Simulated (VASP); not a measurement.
Runs of VASP 6.6.1 on Mg. The structure is that of space group Fm-3m (No. 225), or close to it. The cells are those of the table. This isn't the form of Mg at room conditions, which is hcp.

| cell | k mesh | gap on the mesh (eV) | pressure (GPa) |
| --- | --- | --- | --- |
| a = 2.849 Å, angles 60.0°, 1 atom | 16 × 16 × 16 | none | 24.1 |
| a = 2.851 Å, angles 60.0°, 1 atom | 16 × 16 × 16 | none | (a) |
| a = 3.198 Å, angles 60.0°, 1 atom | 15 × 15 × 15 | none | -0.1 |
| a = 2.848 Å, angles 60.0°, 1 atom | 16 × 16 × 16 | none | 24.1 |

Alike in all rows: task single point; level PBE; potentials or basis VASP PAW PBE potentials, release 64 (Mg); no spin polarisation; cutoff (eV) 600; smearing fermi-dirac 0.1 eV.

Question: Fill in the values left out.

Answer: (a) 23.9.

Caveats: the cell stands under pressure (at least some runs).

A gap of «none» marks levels without a gap at the run's occupations.
